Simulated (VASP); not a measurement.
# CoO (Fm-3m) in VASP: notebook

The runs below take CoO through single point, with PBE.

Everything below comes from runs of VASP 6.6.1. Logs are shortened: lines on timing, memory, paths and dates and some standing lists are left out, and cuts for length are marked.

## Step 1: The cell of the first run

Symmetry: Fm-3m, No. 225, cubic system. The conventional cell has a = 4.290 Å, b = 4.290 Å, c = 4.290 Å, α = 90.00°, β = 90.00°, γ = 90.00°. Within 2.8 Å of Co (site symmetry m-3m) lie 6 O at 2.15 Å. Within 2.8 Å of O (site symmetry m-3m) lie 6 Co at 2.15 Å.

## Step 2: Single point, PBE, collinear spin, ferromagnetic start (9.87 Å³/atom)

INCAR reads:

```
PREC = Accurate
ENCUT = 520
EDIFF = 1E-7
ISMEAR = 0
SIGMA = 0.1
LREAL = False
LASPH = True
NELM = 150
ALGO = Normal
ISIF = 2
LWAVE = False
LCHARG = True
ISPIN = 2
MAGMOM = 2.74 0.35
LORBIT = 11
LMAXMIX = 4
GGA = PE
LELF = True
LVHAR = True
NBANDS = 18
```

KPOINTS reads:

```
regular mesh
0
Gamma
  16 16 16
```

POSCAR reads:

```
CoO
1.0
    0.0000000000      2.1451891819      2.1451891819
    2.1451891819      0.0000000000      2.1451891819
    2.1451891819      2.1451891819      0.0000000000
Co O
1 1
Direct
    0.0000000000      0.0000000000      0.0000000000
    0.5000000000      0.5000000000      0.5000000000
```

Potentials or basis: VASP PAW PBE potentials, release 64 (Co, O).

Run with:

```sh
cat potpaw_PBE.64/Co/POTCAR potpaw_PBE.64/O/POTCAR > POTCAR
mpirun -np 1 vasp_std > vasp.out
```

OUTCAR:

```text
PREC = Accurate
   ENCUT = 520
   EDIFF = 1E-7
   ISMEAR = 0
   LREAL = False
   LASPH = True
   NELM = 150
   ISIF = 2
   ISPIN = 2
   LORBIT = 11
   GGA = PE

 ion  position               nearest neighbor table
   1  0.000  0.000  0.000-   2 2.15   2 2.15   2 2.15   2 2.15   2 2.15   2 2.15
   2  0.500  0.500  0.500-   1 2.15   1 2.15   1 2.15   1 2.15   1 2.15   1 2.15

  LATTYP: Found a face centered cubic cell.
 ALAT       =     4.2903783638

  Lattice vectors:

 A1 = (   0.0000000000,   2.1451891819,   2.1451891819)
 A2 = (   2.1451891819,   0.0000000000,   2.1451891819)
 A3 = (   2.1451891819,   2.1451891819,   0.0000000000)

Analysis of symmetry for initial positions (statically):
=====================================================================
 Subroutine PRICEL returns:
 Original cell was already a primitive cell.

 Routine SETGRP: Setting up the symmetry group for a
 face centered cubic supercell.

 Subroutine GETGRP returns: Found 48 space group operations
 (whereof 48 operations were pure point group operations)
 out of a pool of 48 trial point group operations.

The static configuration has the point symmetry O_h .

Analysis of symmetry for dynamics (positions and initial velocities):
=====================================================================
 Subroutine PRICEL returns:
 Original cell was already a primitive cell.

 Routine SETGRP: Setting up the symmetry group for a
 face centered cubic supercell.

 Subroutine GETGRP returns: Found 48 space group operations
 (whereof 48 operations were pure point group operations)
 out of a pool of 48 trial point group operations.

The dynamic configuration has the point symmetry O_h .

Analysis of structural, dynamic, and magnetic symmetry:
=====================================================================
 Subroutine PRICEL returns:
 Original cell was already a primitive cell.

 Routine SETGRP: Setting up the symmetry group for a
 face centered cubic supercell.

 Subroutine GETGRP returns: Found 48 space group operations
 (whereof 48 operations were pure point group operations)
 out of a pool of 48 trial point group operations.

The overall configuration has the point symmetry O_h .

 Subroutine INISYM returns: Found 48 space group operations
 (whereof 48 operations are pure point group operations),
 and found     1 'primitive' translations

----------------------------------------------------------------------------------------

                                     Primitive cell

  volume of cell :      19.7436
[... 112 lines left out ...]
  Thomas-Fermi vector in A             =   2.606166
   LORBIT       =     11    0 simple, 1 ext, 2 COOP (PROOUT), +10 PAW based schemes
   GGA     = PE    functional components
   LHFCALC =     F    Hartree Fock is set to
   AEXX    =    0.0000 exact exchange contribution
   IVDW    =     0    specifies the selected vdW correction
   LEPSILON=     F    determine dielectric tensor
   LRPA    =     F    only Hartree local field effects (RPA)
 spin polarized calculation
 Gauss-broadening in eV      SIGMA  =   0.10
  energy-cutoff  :      520.00
  volume of cell :       19.74
 maximum number of plane-waves:       544
   NGX = 11   NGY = 11   NGZ = 11

 number of electron      15.0000007 magnetization       2.9605336

 Free energy of the ion-electron system (eV)
  ---------------------------------------------------
  ext. energy  EPLUGINS =         0.00000000
  ---------------------------------------------------
  free energy    TOTEN  =       -13.04631200 eV

  energy without entropy =      -13.02504951  energy(sigma->0) =      -13.03568076

 E-fermi :   7.5992     XC(G=0): -12.2858

 val. band max:        7.5958952287   @ k =  -0.2500   0.1875   0.0000
 cond. band min:       7.6016362653   @ k =  -0.1875   0.3125   0.1250
 fundamental gap:      0.0057410367
 Fermi energy:         7.5992467241

 spin component 1

 k-point     1 :       0.0000    0.0000    0.0000
  band No.  band energies     occupation
      1     -12.3846      1.00000
      2       4.3321      1.00000
      3       4.3321      1.00000
      4       4.5428      1.00000
      5       4.5428      1.00000
      6       4.5428      1.00000
[... 493 lines left out ...]
     17      30.3270      0.00000
     18      33.1120      0.00000

 [... further k-points ...]

 spin component 2

 k-point     1 :       0.0000    0.0000    0.0000
  band No.  band energies     occupation
      1     -11.8612      1.00000
      2       5.1698      1.00000
      3       5.1698      1.00000
      4       5.1698      1.00000
      5       6.5495      1.00000
      6       6.5495      1.00000
[... 493 lines left out ...]
     17      31.1376      0.00000
     18      33.9430      0.00000

 [... further k-points ...]

------------------------ aborting loop because EDIFF is reached ----------------------------------------

  FORCE on cell =-STRESS in cart. coord.  units (eV):
  Direction    XX          YY          ZZ          XY          YZ          ZX
  --------------------------------------------------------------------------------------
  -------------------------------------------------------------------------------------
  Total       -0.6525775     -0.6525775     -0.6525775      0.0000000      0.0000000      0.0000000
  in kB      -52.9560867    -52.9560867    -52.9560867      0.0000000      0.0000000      0.0000000
  external PRESSURE =     -52.9560867 kB  Pullay stress =       0.0000000 kB

 VOLUME and BASIS-vectors are now :
 -----------------------------------------------------------------------------
  energy-cutoff  :      520.00
  volume of cell :       19.74
      direct lattice vectors                 reciprocal lattice vectors
     0.000000000  2.145189182  2.145189182    -0.233079676  0.233079676  0.233079676
     2.145189182  0.000000000  2.145189182     0.233079676 -0.233079676  0.233079676
     2.145189182  2.145189182  0.000000000     0.233079676  0.233079676 -0.233079676

 POSITION                                       TOTAL-FORCE (eV/Angst)
 -----------------------------------------------------------------------------------
      0.00000      0.00000      0.00000         0.000000      0.000000      0.000000
      2.14519      2.14519      2.14519         0.000000      0.000000      0.000000
 -----------------------------------------------------------------------------------
    total drift:                                0.000000     -0.000000     -0.000000

  FREE ENERGIE OF THE ION-ELECTRON SYSTEM (eV)
  ---------------------------------------------------
  free  energy   TOTEN  =       -13.0463120044 eV

  energy  without entropy=      -13.0250495115  energy(sigma->0) =      -13.03568076

 total charge

# of ion       s       p       d       tot
------------------------------------------
    1        0.288   0.342   7.125   7.756
    2        1.556   3.415   0.000   4.970
--------------------------------------------------
tot          1.844   3.757   7.125  12.726

 magnetization (x)

# of ion       s       p       d       tot
------------------------------------------
    1        0.020   0.017   2.558   2.595
    2        0.028   0.284   0.000   0.312
--------------------------------------------------
tot          0.048   0.301   2.558   2.907
```

OSZICAR:

```text
N       E                     dE             d eps       ncg     rms          rms(c)
DAV:   1     0.778782130822E+02    0.77878E+02   -0.67937E+03 10888   0.964E+02
DAV:   2    -0.108215683405E+02   -0.88700E+02   -0.76422E+02 10914   0.221E+02
DAV:   3    -0.156698613603E+02   -0.48483E+01   -0.47457E+01 12276   0.552E+01
DAV:   4    -0.157200740682E+02   -0.50213E-01   -0.50168E-01 12670   0.535E+00
DAV:   5    -0.157212309478E+02   -0.11569E-02   -0.11567E-02 13050   0.809E-01    0.150E+01
DAV:   6    -0.146621158020E+02    0.10591E+01   -0.17810E+01 13400   0.615E+01    0.212E+01
DAV:   7    -0.131658526338E+02    0.14963E+01   -0.90193E+00 13098   0.505E+01    0.839E+00
DAV:   8    -0.130982953783E+02    0.67557E-01   -0.39318E-01 14506   0.825E+00    0.475E+00
DAV:   9    -0.130669934778E+02    0.31302E-01   -0.50917E-01 14684   0.123E+01    0.313E+00
DAV:  10    -0.130544905776E+02    0.12503E-01   -0.75866E-02 14824   0.482E+00    0.122E+00
DAV:  11    -0.130471032165E+02    0.73874E-02   -0.64757E-02 14892   0.394E+00    0.580E-01
DAV:  12    -0.130463405017E+02    0.76271E-03   -0.72917E-03 15184   0.110E+00    0.887E-02
DAV:  13    -0.130463900282E+02   -0.49527E-04   -0.37754E-04 11940   0.184E-01    0.141E-01
DAV:  14    -0.130463135682E+02    0.76460E-04   -0.54161E-05 15688   0.919E-02    0.532E-02
DAV:  15    -0.130463110911E+02    0.24771E-05   -0.22611E-05 15600   0.898E-02    0.126E-02
DAV:  16    -0.130463116659E+02   -0.57476E-06   -0.48493E-06 15780   0.225E-02    0.488E-03
DAV:  17    -0.130463120116E+02   -0.34573E-06   -0.13269E-06 14690   0.185E-02    0.393E-03
DAV:  18    -0.130463120044E+02    0.71961E-08   -0.22711E-07  8586   0.591E-03
   1 F= -.13046312E+02 E0= -.13035681E+02  d E =-.212625E-01  mag=     2.9605
```

It took 64 s on 1 thread of Intel Xeon Platinum 8488C (Sapphire Rapids), shared host; peak memory 0.21 GiB.

What came out:

* Free energy: -13.0463 eV
* Pressure: -5.3 GPa
* Band gap on the k mesh: zero (filled and empty bands overlap)
* Net moment: 2.96 μB per cell
* Site moments: Co +2.60; O +0.31 μB
* Valence electrons inside the program's atomic spheres: Co 7.76; O 4.97

Caveat: the cell stands under tension; a cell with one magnetic atom can't hold antiferromagnetic order, which such compounds often take; semilocal functionals often make such compounds metallic where correlation or magnetic order opens a gap, which also shifts bond lengths.

## Step 3: Single point, PBE, collinear spin, ferromagnetic start (10.16 Å³/atom)

This run uses another cell than the first one, of 10.16 Å³/atom.

INCAR: that of step 2 with these lines changed.

```diff
@@ -11,3 +11,3 @@
 LWAVE = False
-LCHARG = True
+LCHARG = False
 ISPIN = 2
@@ -17,4 +17,2 @@
 GGA = PE
-LELF = True
-LVHAR = True
 NBANDS = 18
```

KPOINTS reads:

```
Automatic mesh
0
Gamma
  16 16 16
```

POSCAR reads:

```
CoO
1.0
    0.0000000000      2.1658172664      2.1658172664
    2.1658172664      0.0000000000      2.1658172664
    2.1658172664      2.1658172664      0.0000000000
Co O
1 1
Direct
    0.0000000000      0.0000000000      0.0000000000
    0.5000000000      0.5000000000      0.5000000000
```

Potentials or basis: VASP PAW PBE potentials, release 64 (Co, O).

Run with:

```sh
cat potpaw_PBE.64/Co/POTCAR potpaw_PBE.64/O/POTCAR > POTCAR
mpirun -np 1 vasp_std > vasp.out
```

Run time: 58 s. Hardware: 1 thread of Intel Xeon Platinum 8488C (Sapphire Rapids), shared host; peak memory 0.21 GiB.

Results (log left out):

| Item | Value |
| --- | --- |
| Free energy | -13.0202 eV |
| Pressure | -9.5 GPa |
| Band gap on the k mesh | zero (filled and empty bands overlap) |
| Net moment | 2.99 μB per cell |
| Site moments | Co +2.62; O +0.32 μB |
| Valence electrons inside the program's atomic spheres | Co 7.71; O 4.96 |

Levels at points of the mesh, in eV from the Fermi level:
Spin up:
```tsv
k point	band 6	band 7	band 8	band 9	band 10	band 11	band 12	band 13
(0.00, 0.00, 0.00)	-3.02	-2.89	-2.89	-2.89	0.76	16.71	17.76	17.76
(0.50, 0.00, 0.00)	-2.39	-1.85	-0.02	-0.02	4.98	8.89	13.12	13.12
(0.50, 0.50, 0.00)	-2.94	-2.53	-2.13	-2.13	5.55	9.53	11.47	15.20
```
Spin down:
```
           k point  band 4  band 5  band 6  band 7  band 8  band 9
(0.00, 0.00, 0.00)   -2.30   -0.99   -0.99   -0.99    0.13    0.13
(0.50, 0.00, 0.00)   -4.25   -0.11   -0.11    0.18    2.59    2.59
(0.50, 0.50, 0.00)   -3.50   -2.01    0.12    0.12    0.56    0.93
```

Caveat: the cell stands under tension; a cell with one magnetic atom can't hold antiferromagnetic order, which such compounds often take; semilocal functionals often make such compounds metallic where correlation or magnetic order opens a gap, which also shifts bond lengths.
